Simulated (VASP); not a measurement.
The system is CsRh4.

```
CELL_PARAMETERS angstrom
-2.93834 2.93834 2.93834
2.93834 -2.93834 2.93834
2.93834 2.93834 -2.93834
ATOMIC_POSITIONS crystal
Cs 0.00000 0.00000 0.00000
Rh 0.50000 0.50000 0.50000
Rh 0.50000 0.00000 0.00000
Rh 0.00000 0.00000 0.50000
Rh 0.00000 0.50000 0.00000
```

| Item | Value |
| --- | --- |
| Program | VASP 6.6.1 |
| Task | relaxation of cell and atoms |
| Functional | PBE |
| Potentials or basis | VASP PAW PBE potentials, release 64 (Cs_sv, Rh_pv) |
| Cutoff | 600 eV |
| k mesh | 10 × 10 × 10 |
| Occupations | gaussian, width 0.1 eV |
| Spin | no spin polarisation |

At the start: pressure 2.8 GPa; volume 20.30 Å³/atom.

Question: How do energy, volume and symmetry change on relaxing?

Answer: Over 3 steps the energy falls by 4.8 meV/atom and the volume is 20.88 Å³/atom (+2.9 %); space group Im-3m (No. 229, to 0.05 Å).

Step by step:
```
step  energy change (eV)  largest force (eV/Å)  pressure (GPa)  volume (Å³)
   1              0.0000                0.0000            2.75       101.48
   2             -0.0102                0.0000           -1.88       106.69
   3             -0.0241                0.0000           -0.01       104.38
```

Final structure:
```
Cs Rh
1.0
    -2.96607    2.96607    2.96607
     2.96607   -2.96607    2.96607
     2.96607    2.96607   -2.96607
Cs Rh
1 4
Direct
  0.00000 0.00000 0.00000
  0.50000 0.50000 0.50000
  0.50000 0.00000 0.00000
  0.00000 0.00000 0.50000
  0.00000 0.50000 0.00000
```
